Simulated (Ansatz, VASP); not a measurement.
## Two plane-wave programs on Co

The input INCAR:

```
PREC = Accurate
ENCUT = 600
EDIFF = 1E-6
ISMEAR = -1
SIGMA = 0.1
LREAL = False
LASPH = True
NELM = 100
ALGO = Normal
ISIF = 3
LWAVE = False
LCHARG = False
GGA = B5
ALDAX = 1.0
AGGAX = 1.0
AGGAC = 1.0
ALDAC = 0.0
IBRION = 2
NSW = 80
EDIFFG = -0.01
```

KPOINTS

```
regular mesh
0
Gamma
  16 16 16
```

POSCAR

```
Co
1.0
   -1.4041371717      1.4041371717      1.4041371717
    1.4041371717     -1.4041371717      1.4041371717
    1.4041371717      1.4041371717     -1.4041371717
Co
1
Direct
    0.0000000000      0.0000000000      0.0000000000
```

Input for Ansatz:

```yaml
crystal:
  lattice:
    - [-1.4041371717, 1.4041371717, 1.4041371717]
    - [1.4041371717, -1.4041371717, 1.4041371717]
    - [1.4041371717, 1.4041371717, -1.4041371717]
  atoms:
    - { symbol: Co, position: [0.0, 0.0, 0.0] }
hamiltonian:
  xc: blyp
  pseudopotentials:
    kind: paw
    azcp:
      Co: "pseudopotentials/Co.paw.azcp"
basis:
  ecutwfc: 420
  fft_grid_basis: typed
kpoints:
  mp_grid: { grid: [16, 16, 16], shift: [0, 0, 0] }
magnetization:
  spin_polarized: false
scf:
  occupations: { method: fermi_dirac, width: 0.1 }
relax:
  max_steps: 60
  f_tol: 0.01
  cell: {}
output:
  write_density: true
  write_potential: true
  elf: true
  volumetric_format: npy
```

Alike in both runs: task relaxation of cell and atoms; functional BLYP; k mesh 16 × 16 × 16; occupations fermi-dirac, width 0.1 eV; no spin polarisation.

```csv
,VASP,Ansatz
version,VASP 6.6.1,Ansatz 0.2.0
potentials or method,"VASP PAW PBE potentials, release 64 (Co), cutoff 600 eV","plane waves (420 eV) with PAW, scalar-relativistic"
valence electrons in the cell,9,17
```

```tsv
	VASP	Ansatz	Ansatz less VASP
relaxed volume (Å³/atom)	11.05	11.06	+0.018
relaxed cell length with the largest relative difference (Å)	2.430	2.431	+0.0013
```

VASP's potentials were made for PBE, not for BLYP. VASP's potentials hold 9 valence electrons a cell and Ansatz's 17, so a difference there can come from the potentials and not from the codes.
